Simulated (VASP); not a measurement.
## Mg8HO8 (a cell with a defect): single point with LDA

Crystal: Mg8HO8 (a cell with a defect).

```xyz
17
Lattice="0.0000 4.2993 4.2993 4.2993 0.0000 4.2993 4.2993 4.2993 0.0000" Properties=species:S:1:pos:R:3 pbc="T T T"
Mg    0.2172   -0.0309   -0.0148
Mg    2.2119    2.1353    0.0285
Mg    2.1862    0.0355    2.1434
Mg    4.3173    2.1670    2.1838
Mg    0.0037    2.1529    2.1409
Mg    2.1634    4.3124    2.2378
Mg    2.1180    2.3672    4.2837
Mg    4.2855    4.3604    4.3281
O     2.1603    2.1821    2.1682
O     4.3155    4.3085    2.1560
O     4.2324    2.0834    4.3211
O     6.4281    4.2774    4.3030
O     2.2122    4.3614    4.3205
O     4.3415    6.4913    4.3103
O     4.3314    4.3093    6.4673
O     6.4591    6.4655    6.4554
H     2.7916    0.6436    4.6096
```

```
Program             : VASP 6.6.1
Task                : single point
Functional          : LDA
Potentials or basis : VASP PAW LDA potentials, release 64 (Mg, O, H)
Cutoff              : 520 eV
k mesh              : 2 × 2 × 2
Occupations         : fermi-dirac, width 0.02 eV
Spin                : no spin polarisation
```

| Quantity | Value |
| --- | --- |
| Largest force | 0.230 eV/Å |

Forces in eV/Å, atoms in the order of the input:
```
Mg  -0.008  0.003 -0.024
Mg  -0.004 -0.002 -0.003
Mg  -0.004 -0.001 -0.026
Mg   0.000  0.003 -0.022
Mg   0.003  0.005 -0.002
Mg  -0.013 -0.013  0.030
Mg   0.006 -0.004 -0.022
Mg  -0.004 -0.004 -0.006
O    0.005 -0.005  0.000
O    0.001  0.014 -0.009
O    0.024  0.017 -0.006
O   -0.129 -0.123 -0.072
O    0.002  0.010  0.002
O   -0.002 -0.009 -0.007
O    0.004  0.011  0.003
O    0.007 -0.007 -0.009
H    0.112  0.105  0.172
```

Levels at points of the mesh, in eV from the Fermi level:
```tsv
k point	band 28	band 29	band 30	band 31	band 32	band 33	band 34	band 35	band 36	band 37
(0.00, 0.00, 0.00)	-0.92	-0.85	-0.60	-0.55	-0.54	3.14	5.59	6.73	6.83	6.95
(0.50, 0.00, 0.00)	-1.31	-0.85	-0.83	-0.79	-0.78	4.84	5.89	7.43	8.23	8.28
(0.00, 0.50, 0.00)	-1.31	-0.85	-0.83	-0.79	-0.77	4.84	5.89	7.43	8.23	8.28
(0.00, 0.00, 0.50)	-1.27	-0.88	-0.81	-0.80	-0.76	5.19	5.87	7.41	8.23	8.39
(0.50, 0.50, 0.50)	-1.27	-0.90	-0.83	-0.78	-0.75	5.41	5.88	7.28	8.35	8.43
(0.50, 0.50, 0.00)	-1.40	-1.00	-0.98	-0.93	-0.84	5.60	6.77	7.56	7.93	8.18
(0.00, 0.50, 0.50)	-1.34	-1.09	-1.05	-0.99	-0.90	5.91	6.67	7.48	8.07	8.18
(0.50, 0.00, 0.50)	-1.34	-1.09	-1.05	-0.99	-0.90	5.91	6.67	7.48	8.07	8.18
```

It took 2.2 min on 1 thread of Intel(R) Xeon(R) Platinum 8259CL CPU @ 2.50GHz (Skylake/Cascade Lake) (shared host), peak memory 0.28 GiB.

Caveat: the k points lie up to 0.63 Å⁻¹ apart; the cell carries a net charge on a neutralising background, which shifts energy and pressure; the cell is charged against a uniform background, so pressure and absolute levels hang on convention.
